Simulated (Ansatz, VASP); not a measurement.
**One calculation of BaTe, two programs**

```
CELL_PARAMETERS angstrom
0.00000 3.38711 3.38711
3.38711 0.00000 3.38711
3.38711 3.38711 0.00000
ATOMIC_POSITIONS crystal
Ba 0.00000 0.00000 0.00000
Te 0.50000 0.50000 0.50000
```

Change from the starting cell: volume scaled by 0.98.

Alike in both runs: task single point; functional LDA; k mesh 7 × 7 × 7; occupations fermi-dirac, width 0.05 eV; no spin polarisation.

```csv
,VASP,Ansatz
version,VASP 6.6.1,Ansatz 0.2.0
potentials or method,"VASP PAW LDA potentials, release 64 (Ba_sv, Te), cutoff 520 eV","all-electron LAPW, scalar-relativistic"
```

VASP gave:

```
gap on the k mesh at the Fermi level (eV) : 1.21
least direct gap on the mesh (eV)         : 1.59
pressure (GPa)                            : 2.1
```

Problem. Estimate Ansatz's values.

Solution. gap on the k mesh at the Fermi level (eV): 1.32; least direct gap on the mesh (eV): 1.66; pressure (GPa): 1.6.

LDA's correlation is that of Perdew and Zunger in VASP and of Perdew and Wang (1992) in Ansatz. Ansatz ran all-electron here, and VASP with PAW potentials.

Neither program's run includes spin-orbit coupling.
